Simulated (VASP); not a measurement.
# MnF2 (P4_2/mnm) in VASP: notebook, part 2 of 2

VASP 6.6.1. Earlier steps stand in the parts before.

### Step 3. Single point, LDA, collinear spin, antiferromagnetic start

The input, INCAR:

```
SYSTEM = MnF2
  PREC = Accurate
  ENCUT = 520
  EDIFF = 1E-6
  ISMEAR = 0
  SIGMA = 0.05
  LREAL = .False.
  LASPH = .True.
  NELM = 150
  ALGO = Normal
  ISIF = 2
  LWAVE = .False.
  LCHARG = .True.
  ISPIN = 2
  MAGMOM = 4.52 -4.52 -0.04 0.04 -0.04 0.04
  LORBIT = 11
  LMAXMIX = 4
  GGA = CA
  LELF = .True.
  LVHAR = .True.
  NBANDS = 40
```

The input, KPOINTS:

```
regular mesh
0
Gamma
  4 4 6
  0 0 0
```

The input, POSCAR:

```
MnF2
1.0
    4.8733996600      0.0000000000      0.0000000000
    0.0000000000      4.8733996600      0.0000000000
    0.0000000000      0.0000000000      3.3098997700
Mn F
2 4
Direct
    0.0000000000      0.0000000000      0.0000000000
    0.5000000000      0.5000000000      0.5000000000
    0.3050000000      0.3050000000      0.0000000000
    0.1950000000      0.8050000000      0.5000000000
    0.6950000000      0.6950000000      0.0000000000
    0.8050000000      0.1950000000      0.5000000000
```

Potentials or basis: VASP PAW LDA potentials, release 64 (Mn_pv, F).

Launch:

```
$ cat potpaw_LDA.64/Mn_pv/POTCAR potpaw_LDA.64/F/POTCAR > POTCAR
$ mpirun -np 1 vasp_std > vasp.out
```

OUTCAR:

```text
SYSTEM = MnF2
   PREC = Accurate
   ENCUT = 520
   EDIFF = 1E-6
   ISMEAR = 0
   LREAL = .False.
   LASPH = .True.
   NELM = 150
   ISIF = 2
   ISPIN = 2
   LORBIT = 11
   GGA = CA

 ion  position               nearest neighbor table
   1  0.000  0.000  0.000-   3 2.10   5 2.10   4 2.13   6 2.13   4 2.13   6 2.13
   2  0.500  0.500  0.500-   4 2.10   6 2.10   5 2.13   3 2.13   3 2.13   5 2.13
   3  0.305  0.305  0.000-   1 2.10   2 2.13   2 2.13
   4  0.195  0.805  0.500-   2 2.10   1 2.13   1 2.13
   5  0.695  0.695  0.000-   1 2.10   2 2.13   2 2.13
   6  0.805  0.195  0.500-   2 2.10   1 2.13   1 2.13

  LATTYP: Found a simple tetragonal cell.
 ALAT       =     4.8733996600
 C/A-ratio  =     0.6791767556

  Lattice vectors:

 A1 = (   4.8733996600,   0.0000000000,   0.0000000000)
 A2 = (   0.0000000000,   4.8733996600,   0.0000000000)
 A3 = (   0.0000000000,   0.0000000000,   3.3098997700)

Analysis of symmetry for initial positions (statically):
=====================================================================
 Subroutine PRICEL returns:
 Original cell was already a primitive cell.

 Routine SETGRP: Setting up the symmetry group for a
 simple tetragonal supercell.

 Subroutine GETGRP returns: Found 16 space group operations
 (whereof  8 operations were pure point group operations)
 out of a pool of 16 trial point group operations.

The static configuration has the point symmetry D_2h.
 The point group associated with its full space group is D_4h.

Analysis of symmetry for dynamics (positions and initial velocities):
=====================================================================
 Subroutine PRICEL returns:
 Original cell was already a primitive cell.

 Routine SETGRP: Setting up the symmetry group for a
 simple tetragonal supercell.

 Subroutine GETGRP returns: Found 16 space group operations
 (whereof  8 operations were pure point group operations)
 out of a pool of 16 trial point group operations.

The dynamic configuration has the point symmetry D_2h.
[... 183 lines left out ...]
      1     -46.5427      1.00000
      2     -46.4795      1.00000
      3     -46.4654      1.00000
      4     -42.0674      1.00000
      5     -42.0126      1.00000
      6     -41.9996      1.00000
[... 997 lines left out ...]
     38      11.8155      0.00000
     39      11.9908      0.00000
 Fermi energy:         2.8483563460

 spin component 2

 k-point     1 :       0.0000    0.0000    0.0000
  band No.  band energies     occupation
      1     -46.5427      1.00000
      2     -46.4795      1.00000
      3     -46.4654      1.00000
      4     -42.0674      1.00000
      5     -42.0126      1.00000
      6     -41.9996      1.00000
[... 997 lines left out ...]
     38      11.8155      0.00000
     39      11.9908      0.00000
 [bands above 39 left out]

------------------------ aborting loop because EDIFF is reached ----------------------------------------

  FORCE on cell =-STRESS in cart. coord.  units (eV):
  Direction    XX          YY          ZZ          XY          YZ          ZX
  --------------------------------------------------------------------------------------
  -------------------------------------------------------------------------------------
  Total       -3.1716017     -3.1716017     -3.9108122      0.0000000      0.0000000      0.0000000
  in kB      -64.6413357    -64.6413357    -79.7074000      0.0000000      0.0000000      0.0000000
  external PRESSURE =     -69.6633571 kB  Pullay stress =       0.0000000 kB

 VOLUME and BASIS-vectors are now :
 -----------------------------------------------------------------------------
  energy-cutoff  :      520.00
  volume of cell :       78.61
      direct lattice vectors                 reciprocal lattice vectors
     4.873399660  0.000000000  0.000000000     0.205195566  0.000000000  0.000000000
     0.000000000  4.873399660  0.000000000     0.000000000  0.205195566  0.000000000
     0.000000000  0.000000000  3.309899770     0.000000000  0.000000000  0.302123952

 POSITION                                       TOTAL-FORCE (eV/Angst)
 -----------------------------------------------------------------------------------
      0.00000      0.00000      0.00000         0.000000      0.000000      0.000000
      2.43670      2.43670      1.65495         0.000000      0.000000      0.000000
      1.48639      1.48639      0.00000        -0.020694     -0.020694     -0.000000
      0.95031      3.92309      1.65495         0.020694     -0.020694     -0.000000
      3.38701      3.38701      0.00000         0.020694      0.020694      0.000000
      3.92309      0.95031      1.65495        -0.020694      0.020694      0.000000
 -----------------------------------------------------------------------------------
    total drift:                                0.000000      0.000000      0.000000

  FREE ENERGIE OF THE ION-ELECTRON SYSTEM (eV)
  ---------------------------------------------------
  free  energy   TOTEN  =       -41.8051762107 eV

  energy  without entropy=      -41.8051762107  energy(sigma->0) =      -41.80517621

 total charge

# of ion       s       p       d       tot
------------------------------------------
    1        0.169   6.149   4.965  11.282
    2        0.169   6.149   4.965  11.282
    3        1.726   4.332   0.000   6.058
    4        1.726   4.332   0.000   6.058
    5        1.726   4.332   0.000   6.058
    6        1.726   4.332   0.000   6.058
--------------------------------------------------
tot          7.242  29.625   9.929  46.797

 magnetization (x)

# of ion       s       p       d       tot
------------------------------------------
    1        0.013   0.012   4.455   4.480
    2       -0.013  -0.012  -4.455  -4.480
    3       -0.002  -0.027   0.000  -0.030
    4        0.002   0.027   0.000   0.030
    5       -0.002  -0.027   0.000  -0.030
    6        0.002   0.027   0.000   0.030
--------------------------------------------------
tot         -0.000   0.000  -0.000  -0.000
```

Wall time 2.2 min (1 thread of Intel Xeon Platinum 8259CL at 2.50GHz (Skylake/Cascade Lake), shared host); peak memory 0.23 GiB.

What came out:

* Free energy: -41.8052 eV
* Pressure: -7.0 GPa
* Largest force: 0.029 eV/Å
* Band gap on the k mesh: 1.74 eV (least direct gap 1.82 eV)
* Net moment: 0.00 μB per cell
* Site moments: Mn +4.48, -4.48; F -0.03, +0.03 (each value once) μB
* Valence electrons inside the program's atomic spheres: Mn 11.28; F 6.06

Forces in eV/Å, atoms in the order of the input:
```
Mn   0.000  0.000  0.000
Mn   0.000  0.000  0.000
F   -0.021 -0.021  0.000
F    0.021 -0.021  0.000
F    0.021  0.021  0.000
F   -0.021  0.021  0.000
```

Levels at points of the mesh, in eV from the valence-band top:
Spin up:
```tsv
k point	band 23	band 24	band 25	band 26	band 27	band 28	band 29	band 30	band 31	band 32
(0.00, 0.00, 0.00)	-1.68	-1.45	-1.28	-0.43	-0.08	1.74	2.06	2.50	2.52	3.59
(0.50, 0.00, 0.00)	-1.63	-1.40	-1.25	-0.10	0.00	2.01	2.43	2.48	3.38	3.56
(0.50, 0.50, 0.00)	-1.68	-1.44	-1.20	-0.58	-0.08	2.09	2.50	2.50	2.85	3.59
(0.00, 0.00, 0.50)	-1.47	-1.43	-1.17	-0.53	-0.27	2.26	2.34	2.39	3.19	3.34
(0.50, 0.00, 0.50)	-1.55	-1.45	-1.28	-0.64	-0.09	2.24	2.33	2.46	3.20	3.67
(0.50, 0.50, 0.50)	-1.53	-1.45	-1.27	-0.55	-0.11	2.23	2.31	2.47	3.12	3.48
```
Spin down:
```
           k point  band 23  band 24  band 25  band 26  band 27  band 28  band 29  band 30  band 31  band 32
(0.00, 0.00, 0.00)    -1.68    -1.45    -1.28    -0.43    -0.08     1.74     2.06     2.50     2.52     3.59
(0.50, 0.00, 0.00)    -1.63    -1.40    -1.25    -0.10     0.00     2.01     2.43     2.48     3.38     3.56
(0.50, 0.50, 0.00)    -1.68    -1.44    -1.20    -0.58    -0.08     2.09     2.50     2.50     2.85     3.59
(0.00, 0.00, 0.50)    -1.47    -1.43    -1.17    -0.53    -0.27     2.26     2.34     2.39     3.19     3.34
(0.50, 0.00, 0.50)    -1.55    -1.45    -1.28    -0.64    -0.09     2.24     2.33     2.46     3.20     3.67
(0.50, 0.50, 0.50)    -1.53    -1.45    -1.27    -0.55    -0.11     2.23     2.31     2.47     3.12     3.48
```

Caveat: the cell stands under tension.
